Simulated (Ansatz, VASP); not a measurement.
One calculation of Si, two programs

```
Si
1.0
     0.00000    1.91352    2.17330
     1.71003    0.00000    2.17330
     1.71003    1.91352    0.00000
Si
1
Direct
  0.50000 0.50000 0.50000
```

Alike in both runs: functional PBEsol; k mesh 8 × 8 × 8; occupations gaussian, width 0.1 eV; no spin polarisation.

Ansatz relaxed the structure, and its values are those at the end. VASP's run is a single point on that final structure, the one shown.

|  | VASP | Ansatz |
| --- | --- | --- |
| version | VASP 6.6.1 | Ansatz 0.2.0 |
| potentials or method | VASP PAW PBE potentials, release 64 (Si), cutoff 520 eV | scalar-relativistic, plane waves, PAW |
| valence electrons in the cell | 4 | 4 |

```tsv
	VASP	Ansatz	Ansatz less VASP
gap on the k mesh at the Fermi level (eV)	none	none	-
pressure (GPa)	0.1	0.0	-0.15
```

VASP's potentials were made for PBE, not for PBEsol. A gap of «none» marks a metal or a gap that the smearing closes.
